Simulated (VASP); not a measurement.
Runs of VASP 6.6.1 on Ta. The structure is that of space group Fd-3m (No. 227), or close to it. The cells are those of the table. 

```csv
task,cell,cutoff (eV),gap on the mesh (eV),pressure (GPa)
relaxation of cell and atoms,"relaxed to 19 GPa from a = 4.043 Å, angles 60.0°, 2 atoms",600,none,19.0
single point,"a = 4.040 Å, angles 60.0°, 2 atoms",520,none,19.7
relaxation of cell and atoms,"relaxed to 19 GPa from a = 3.896 Å, angles 60.0°, 2 atoms",600,none,19.0
single point,"a = 4.043 Å, angles 60.0°, 2 atoms",520,none,(a)
```

Alike in all rows: level PBE; potentials or basis VASP PAW PBE potentials, release 64 (Ta_pv); no spin polarisation; k mesh 12 × 12 × 12; smearing fermi-dirac 0.1 eV.

Task: Fill in the values left out.

Result: (a) 19.4.

Caveats: spin-orbit coupling is left out, which moves the levels of the heavy elements; the cell is relaxed towards a set pressure, so the enthalpy falls and the energy may rise (some runs).

A k mesh can miss the band edges, and the runs leave out spin-orbit coupling on Ta.

A gap of «none» marks levels without a gap at the run's occupations.
